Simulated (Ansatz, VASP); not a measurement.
## ZrS2: VASP beside Ansatz

```
S Zr
1.0
     3.60630    0.00000    0.00000
    -1.80315    3.12315    0.00000
     0.00000    0.00000   29.60000
S Zr
2 1
Direct
  0.33333 0.66667 0.23679
  0.66667 0.33333 0.33415
  0.00000 0.00000 0.28547
```

Alike in both runs: functional LDA; k mesh 12 × 12 × 1; occupations gaussian, width 0.03 eV; no spin polarisation.

Ansatz relaxed the structure, and its values are those at the end. VASP's run is a single point on that final structure, the one shown.

```csv
,VASP,Ansatz
version,VASP 6.6.1,Ansatz 0.2.0
potentials or method,"VASP PAW LDA potentials, release 64 (S, Zr_sv), cutoff 400 eV","scalar-relativistic, plane waves, PAW"
valence electrons in the cell,24,24
```

Ansatz gave:

```
gap on the k mesh at the Fermi level (eV) : 0.96
least direct gap on the mesh (eV)         : 1.57
rms of the force components (eV/Å)        : 0.000
```

Question: What did VASP give for the same quantities?

Answer: gap on the k mesh at the Fermi level (eV): 0.96; least direct gap on the mesh (eV): 1.56; rms of the force components (eV/Å): 0.008.

Ansatz warns that its potentials were made for another functional, while VASP's fit it. LDA's correlation is that of Perdew and Zunger in VASP and of Perdew and Wang (1992) in Ansatz. Ansatz's warnings: slab cell height set, structure snapped to symmetry, xc potential rough in thin density.
